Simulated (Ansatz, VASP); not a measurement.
One calculation of GaN, two programs

INCAR

```
  ALGO = Normal
  EDIFF = 1E-6
  ENCUT = 520
  GGA = PE
  ISIF = 2
  ISMEAR = 0
  LASPH = True
  LCHARG = True
  LELF = True
  LREAL = False
  LVHAR = True
  LWAVE = False
  NBANDS = 16
  NELM = 100
  PREC = Accurate
  SIGMA = 0.027000000000000003
```

KPOINTS

```
k-points
0
Gamma
  11 11 11
```

Contents of POSCAR:

```
GaN
1.0
    0.0000000000      2.1352350000      2.1352350000
    2.1352350000      0.0000000000      2.1352350000
    2.1352350000      2.1352350000      0.0000000000
Ga N
1 1
Direct
    0.0000000000      0.0000000000      0.0000000000
    0.5000000000      0.5000000000      0.5000000000
```

Contents of input.yaml:

```yaml
crystal:
  lattice:
    - [0.0, 2.135235, 2.135235]
    - [2.135235, 0.0, 2.135235]
    - [2.135235, 2.135235, 0.0]
  atoms:
    - { symbol: Ga, position: [0.0, 0.0, 0.0] }
    - { symbol: "N", position: [0.5, 0.5, 0.5] }
hamiltonian:
  xc: pbe
  pseudopotentials: { kind: paw }
kpoints:
  mp_grid: { grid: [11, 11, 11] }
scf:
  occupations: { method: gaussian, width: 0.027 }
output:
  forces: true
  stress: true
  eigenvalues: true
```

Alike in both runs: task single point; functional PBE; k mesh 11 × 11 × 11; occupations gaussian, width 0.027 eV; no spin polarisation.

|  | VASP | Ansatz |
| --- | --- | --- |
| version | VASP 6.6.1 | Ansatz 0.2.0 |
| potentials or method | VASP PAW PBE potentials, release 64 (Ga_d, N) | Ansatz PAW |
| plane-wave cutoff (eV) | 520 | 420 |
| valence electrons in the cell | 18 | 18 |

|  | VASP | Ansatz | Ansatz less VASP |
| --- | --- | --- | --- |
| gap on the k mesh at the Fermi level (eV) | 0.54 | 0.55 | +0.009 |
| least direct gap on the mesh (eV) | 2.37 | 2.36 | -0.003 |
| pressure (GPa) | 0.4 | -0.3 | -0.76 |

Noted on Ansatz's run: odd divisions of the mesh miss points on the zone boundary, where band edges often lie, so the gap on the mesh can be too wide.
